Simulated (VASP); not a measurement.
# Mo (R-3m) in VASP: notebook, part 3 of 3

VASP 6.6.1. Earlier steps stand in the parts before.

### 7 Single point, PBE (16.63 Å³/atom)

This run uses another cell than the first one, of 16.63 Å³/atom.

Input file INCAR:

```
SYSTEM = Mo
PREC = Accurate
ENCUT = 520
EDIFF = 1E-7
ISMEAR = 0
SIGMA = 0.15
LREAL = .False.
LASPH = .True.
NELM = 100
ALGO = Fast
ISIF = 2
LWAVE = .False.
LCHARG = .True.
GGA = PE
LELF = .True.
LVHAR = .True.
NBANDS = 13
```

Input file KPOINTS:

```
regular mesh
0
Gamma
  22 22 22
  0 0 0
```

Input file POSCAR:

```
Mo
1.0
   -0.9611293407      1.6759550037      1.6759550037
    1.6759550037     -0.9611293407      1.6759550037
    1.6759550037      1.6759550037     -0.9611293407
Mo
1
Direct
    0.0000000000      0.0000000000      0.0000000000
```

Potentials or basis: VASP PAW PBE potentials, release 64 (Mo_sv).

The run is started by

```sh
cat potpaw_PBE.64/Mo_sv/POTCAR > POTCAR
mpirun -np 1 vasp_std > vasp.out
```

OUTCAR:

```text
SYSTEM = Mo
   PREC = Accurate
   ENCUT = 520
   EDIFF = 1E-7
   ISMEAR = 0
   LREAL = .False.
   LASPH = .True.
   NELM = 100
   ISIF = 2
   GGA = PE

 ion  position               nearest neighbor table
   1  0.000  0.000  0.000-

  LATTYP: Found a trigonal (rhomboedric) cell.
 ALAT       =     2.5576199793
 COS(alpha) =    -0.0631046292

  Lattice vectors:

 A1 = (  -0.9611293407,   1.6759550037,   1.6759550037)
 A2 = (   1.6759550037,  -0.9611293407,   1.6759550037)
 A3 = (   1.6759550037,   1.6759550037,  -0.9611293407)

Analysis of symmetry for initial positions (statically):
=====================================================================
 Subroutine PRICEL returns:
 Original cell was already a primitive cell.

 Routine SETGRP: Setting up the symmetry group for a
 trigonal (rhombohedral) supercell.

 Subroutine GETGRP returns: Found 12 space group operations
 (whereof 12 operations were pure point group operations)
 out of a pool of 12 trial point group operations.

The static configuration has the point symmetry D_3d.

Analysis of symmetry for dynamics (positions and initial velocities):
=====================================================================
 Subroutine PRICEL returns:
 Original cell was already a primitive cell.

 Routine SETGRP: Setting up the symmetry group for a
 trigonal (rhombohedral) supercell.

 Subroutine GETGRP returns: Found 12 space group operations
 (whereof 12 operations were pure point group operations)
 out of a pool of 12 trial point group operations.

The dynamic configuration has the point symmetry D_3d.

 Subroutine INISYM returns: Found 12 space group operations
 (whereof 12 operations are pure point group operations),
 and found     1 'primitive' translations

----------------------------------------------------------------------------------------

                                     Primitive cell

  volume of cell :      16.6260

  direct lattice vectors                    reciprocal lattice vectors
    -0.961129341  1.675955004  1.675955004    -0.113379981  0.265826699  0.265826699
     1.675955004 -0.961129341  1.675955004     0.265826699 -0.113379981  0.265826699
     1.675955004  1.675955004 -0.961129341     0.265826699  0.265826699 -0.113379981

  length of vectors
     2.557619979  2.557619979  2.557619979     0.392661035  0.392661035  0.392661035

  position of ions in fractional coordinates (direct lattice)
     0.000000000  0.000000000  0.000000000

  ion indices of the primitive-cell ions
   primitive index   ion index
                 1           1

----------------------------------------------------------------------------------------

 KPOINTS: regular mesh

Automatic generation of k-mesh.
 Grid dimensions read from file:
 generate k-points for:   22   22   22

 Generating k-lattice:

  Cartesian coordinates                     Fractional coordinates (reciprocal lattice)
    -0.005153636  0.012083032  0.012083032     0.045454545  0.000000000  0.000000000
     0.012083032 -0.005153636  0.012083032     0.000000000  0.045454545  0.000000000
     0.012083032  0.012083032 -0.005153636     0.000000000  0.000000000  0.045454545

  Length of vectors
     0.017848229  0.017848229  0.017848229

  Shift w.r.t. Gamma in fractional coordinates (k-lattice)
     0.000000000  0.000000000  0.000000000

 Subroutine IBZKPT returns following result:
 ===========================================

 Found   1024 irreducible k-points:

 Following reciprocal coordinates:
            Coordinates               Weight
  0.000000  0.000000  0.000000      1.000000
  0.045455  0.000000  0.000000      6.000000
  0.090909  0.000000  0.000000      6.000000
  0.136364  0.000000  0.000000      6.000000
  0.181818  0.000000  0.000000      6.000000
  0.227273  0.000000  0.000000      6.000000
[... 16 lines left out ...]
  0.500000  0.045455 -0.000000     12.000000
 -0.454545  0.045455 -0.000000     12.000000
 [... further k-points ...]
   k-points           NKPTS =   1024   k-points in BZ     NKDIM =   1024   number of bands    NBANDS=     13
   number of dos      NEDOS =    301   number of ions     NIONS =      1
   total plane-waves  NPLWV =   8000
   dimension x,y,z NGX =    20 NGY =   20 NGZ =   20
   dimension x,y,z NGXF=    40 NGYF=   40 NGZF=   40
   ions per type =               1
   NGX,Y,Z   is equivalent  to a cutoff of  13.00, 13.00, 13.00 a.u.
   NGXF,Y,Z  is equivalent  to a cutoff of  26.00, 26.00, 26.00 a.u.
 SYSTEM =  Mo
   PREC   = accura    normal or accurate (medium, high low for compatibility)
   ISTART =      0    job   : 0-new  1-cont  2-samecut
   ICHARG =      2    charge: 1-file 2-atom 10-const
   ISPIN  =      1    spin polarized calculation?
   LNONCOLLINEAR =      F non collinear calculations
   LSORBIT =      F    spin-orbit coupling
   LASPH  =      T    aspherical Exc in radial PAW
   ENCUT  =  520.0 eV  38.22 Ry    6.18 a.u.   4.76  4.76  4.76*2*pi/ulx,y,z
   NELM   =    100;   NELMIN=  2; NELMDL= -5     # of ELM steps
   EDIFF  = 0.1E-06   stopping-criterion for ELM
   LREAL  =      F    real-space projection
   EDIFFG = 0.1E-05   stopping-criterion for IOM
   NSW    =      0    number of steps for IOM
   IBRION =     -1    ionic relax: 0-MD 1-quasi-New 2-CG
   NFREE  =      0    steps in history (QN), initial steepest desc. (CG)
   ISIF   =      2    stress and relaxation
   ISYM   =      2    0-nonsym 1-usesym 2-fastsym
   POTIM  = 0.5000    time-step for ionic-motion
   TEBEG  =    0.0;   TEEND  =   0.0 temperature during run
   PSTRESS=    0.0 pullay stress
   NELECT =      14.0000    total number of electrons
   NUPDOWN=      -1.0000    fix difference up-down
   EMIN   =  10.00;   EMAX   =-10.00  energy-range for DOS
   EFERMI =   0.00;   METHOD = LEGACY
   ISMEAR =     0;   SIGMA  =   0.15  broadening in eV -4-tet -1-fermi 0-gaus
   EFERMI_NEDOS =   21; number of points for ismear=-14 and -15
   IALGO  =     68    algorithm
   IMIX   =      4    mixing-type and parameters
     AMIX     =   0.40;   BMIX     =  1.00
     AMIX_MAG =   1.60;   BMIX_MAG =  1.00
  volume/ion in A,a.u.               =      16.63       112.20
  Fermi-wavevector in a.u.,A,eV,Ry     =   1.545924  2.921374 32.516322  2.389882
  Thomas-Fermi vector in A             =   2.651234
   LORBIT       =      0    0 simple, 1 ext, 2 COOP (PROOUT), +10 PAW based schemes
   GGA     = PE    functional components
   LHFCALC =     F    Hartree Fock is set to
   AEXX    =    0.0000 exact exchange contribution
   IVDW    =     0    specifies the selected vdW correction
   LEPSILON=     F    determine dielectric tensor
   LRPA    =     F    only Hartree local field effects (RPA)
 non-spin polarized calculation
 RMM-DIIS sequential band-by-band and
 Gauss-broadening in eV      SIGMA  =   0.15
  energy-cutoff  :      520.00
  volume of cell :       16.63
 maximum number of plane-waves:       458
   NGX =  9   NGY =  9   NGZ =  9

 number of electron      14.0000000 magnetization

 Free energy of the ion-electron system (eV)
  ---------------------------------------------------
  ext. energy  EPLUGINS =         0.00000000
  ---------------------------------------------------
  free energy    TOTEN  =        -9.82449084 eV

  energy without entropy =       -9.81263813  energy(sigma->0) =       -9.81856448

 E-fermi :  11.5825     XC(G=0): -12.9042

 val. band max:       11.5759772181   @ k =  -0.2727   0.4545   0.2273
 cond. band min:      11.5829202666   @ k =  -0.4091  -0.4091   0.1364
 fundamental gap:      0.0069430485
 Fermi energy:        11.5825113161

 k-point     1 :       0.0000    0.0000    0.0000
  band No.  band energies     occupation
      1     -49.6243      2.00000
      2     -22.8626      2.00000
      3     -22.7304      2.00000
      4     -22.7304      2.00000
      5       4.8441      2.00000
      6       7.1366      2.00000
      7       7.1366      2.00000
      8      15.3411      0.00000
      9      15.6004      0.00000
     10      15.6004      0.00000
     11      26.8204      0.00000
     12      26.8204      0.00000
     13      28.7941      0.00000
[... 353 lines left out ...]
 k-point    24 :      -0.4545    0.0455   -0.0000
  band No.  band energies     occupation
      1     -49.3858      2.00000
      2     -24.4430      2.00000
      3     -22.6863      2.00000
      4     -22.5936      2.00000
      5       7.8361      2.00000
      6       8.0702      2.00000
      7      10.9675      2.00000
      8      12.3821      0.00000
      9      12.9080      0.00000
     10      15.7776      0.00000
     11      21.2609      0.00000
     12      26.2086      0.00000
     13      31.1718      0.00000

 [... further k-points ...]

------------------------ aborting loop because EDIFF is reached ----------------------------------------

  FORCE on cell =-STRESS in cart. coord.  units (eV):
  Direction    XX          YY          ZZ          XY          YZ          ZX
  --------------------------------------------------------------------------------------
  -------------------------------------------------------------------------------------
  Total        1.1527900      1.1527900      1.1527900     -0.6727882     -0.6727882     -0.6727882
  in kB      111.0894967    111.0894967    111.0894967    -64.8337524    -64.8337524    -64.8337524
  external PRESSURE =     111.0894967 kB  Pullay stress =       0.0000000 kB

 VOLUME and BASIS-vectors are now :
 -----------------------------------------------------------------------------
  energy-cutoff  :      520.00
  volume of cell :       16.63
      direct lattice vectors                 reciprocal lattice vectors
    -0.961129341  1.675955004  1.675955004    -0.113379981  0.265826699  0.265826699
     1.675955004 -0.961129341  1.675955004     0.265826699 -0.113379981  0.265826699
     1.675955004  1.675955004 -0.961129341     0.265826699  0.265826699 -0.113379981

 POSITION                                       TOTAL-FORCE (eV/Angst)
 -----------------------------------------------------------------------------------
      0.00000      0.00000      0.00000         0.000000      0.000000      0.000000
 -----------------------------------------------------------------------------------
    total drift:                               -0.000000     -0.000000     -0.000000

  FREE ENERGIE OF THE ION-ELECTRON SYSTEM (eV)
  ---------------------------------------------------
  free  energy   TOTEN  =        -9.8244908364 eV

  energy  without entropy=       -9.8126381253  energy(sigma->0) =       -9.81856448
```

stdout:

```text
POSCAR found type information on POSCAR Mo
 POSCAR found :  1 types and       1 ions
 scaLAPACK will be used
 LDA part: xc-table for (Slater+PW92), standard interpolation
 POSCAR, INCAR and KPOINTS ok, starting setup
 FFT: planning ... GRIDC
 FFT: planning ... GRID_SOFT
 FFT: planning ... GRID
 WAVECAR not read
 entering main loop
WARNING in EDDRMM: call to ZHEGV failed, returncode =   8  4     13
```

Run time: 76 s. Hardware: 1 thread of AMD EPYC 9R45 (Zen 5), shared host; peak memory 0.27 GiB.

What came out:

```yaml
Free_energy: -9.8245 eV
Pressure: 11.1 GPa
Band_gap_on_the_k_mesh: zero (bands 7 and 8 overlap by 2.64 eV)
```

Levels at points of the mesh, in eV from the Fermi level:
```tsv
k point	band 5	band 6	band 7	band 8	band 9	band 10
(0.00, 0.00, 0.00)	-6.74	-4.45	-4.45	3.76	4.02	4.02
(0.50, 0.00, 0.00)	-3.75	-3.58	0.09	0.64	0.81	4.28
(0.50, 0.50, 0.00)	-5.76	-2.54	1.17	1.55	5.30	6.40
(0.50, 0.50, 0.50)	-4.39	-4.39	-3.39	6.61	6.61	7.50
```

Caveat: the cell stands under pressure.

### 8 Summary

| cell | further INCAR settings | gap on the mesh (eV) | pressure (GPa) |
| --- | --- | --- | --- |
| a = 2.410 Å, angles 100.1°, 1 atom | ALGO = Fast; EDIFF = 1e-06; NBANDS = 13 | none | 83.9 |
| a = 2.372 Å, angles 86.0°, 1 atom | ALGO = Fast; EDIFF = 1e-06; NBANDS = 13 | none | 95.6 |
| a = 2.421 Å, angles 93.6°, 1 atom | ALGO = Fast; EDIFF = 1e-06; NBANDS = 13 | none | 65.8 |
| a = 2.514 Å, angles 86.0°, 1 atom | ALGO = Fast; EDIFF = 1e-06; NBANDS = 13 | none | 24.7 |
| a = 2.514 Å, angles 93.6°, 1 atom | ALGO = Fast; EDIFF = 1e-06; NBANDS = 13 | none | 24.9 |
| a = 2.558 Å, angles 93.6°, 1 atom | ALGO = Fast; EDIFF = 1e-07; NBANDS = 13 | none | 11.1 |

Alike in all rows: task single point; level PBE; potentials or basis VASP PAW PBE potentials, release 64 (Mo_sv); no spin polarisation; k mesh 22 × 22 × 22; cutoff (eV) 520; smearing gaussian 0.15 eV.

Caveats: the cell stands under pressure.

Total energies depend on the potentials used, so only differences within one code and one set of settings carry meaning.
